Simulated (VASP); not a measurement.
Input of a VASP 6.6.1 run:

Contents of INCAR:

```
SYSTEM = WC
ALGO = Normal
EDIFF = 1E-7
ENCUT = 520
GGA = PS
ISIF = 2
ISMEAR = -1
LASPH = .True.
LCHARG = .True.
LELF = .True.
LREAL = Auto
LVHAR = .True.
LWAVE = .False.
NBANDS = 86
NELM = 60
PREC = Accurate
SIGMA = 0.24
```

KPOINTS

```
k-points
0
Gamma
  3 3 3
  0 0 0
```

The input POSCAR:

```
WC
1.0
   -2.9530380000     -5.1148120000      0.0000000000
    4.4295570000     -2.5574060000      0.0000000000
    0.0000000000      0.0000000000      5.7734360000
W C
8 8
Direct
    0.7631712629      0.5117382483      0.0247339712
    0.7572031235      0.5470184936      0.5069944484
    0.5176220188      0.0429969613      0.0066165105
    0.4814456151      0.0384749979      0.5258740203
    0.2639858304      0.5347848980      0.0046419498
    0.2684805141      0.5526586881      0.5040326073
    0.0167742778      0.0151335856      0.0129558897
    0.0015196835      0.0241757095      0.5259433031
    0.5058802226      0.7237481131      0.2431654218
    0.5060785759      0.7000856442      0.7849398521
    0.2419682895      0.2356988642      0.2170631146
    0.2781457729      0.1936480413      0.7710832856
    0.0326217352      0.6442254211      0.2260872035
   -0.0123813160      0.6842981145      0.7737679953
    0.7727062647      0.1728910955      0.2754339011
    0.7640777521      0.2047723140      0.7505928878
```

Potentials or basis: VASP PAW PBE potentials, release 64 (W_sv, C).

The run is started by

```bash
$ cat potpaw_PBE.64/W_sv/POTCAR potpaw_PBE.64/C/POTCAR > POTCAR
$ mpirun -np 1 vasp_std > vasp.out
```

(1) Estimate the largest force.

(2) Estimate the band gap on the k mesh.

Results:

(1) 6.169 eV/Å.

(2) zero (band 72 reaches 10.43 eV, above the bottom of band 73 at 10.43 eV).

Caveat: the k points lie up to 0.41 Å⁻¹ apart; the PAW data sets were made with another functional, which shifts forces and pressure a little; spin-orbit coupling is left out, which moves the levels of the heavy elements.
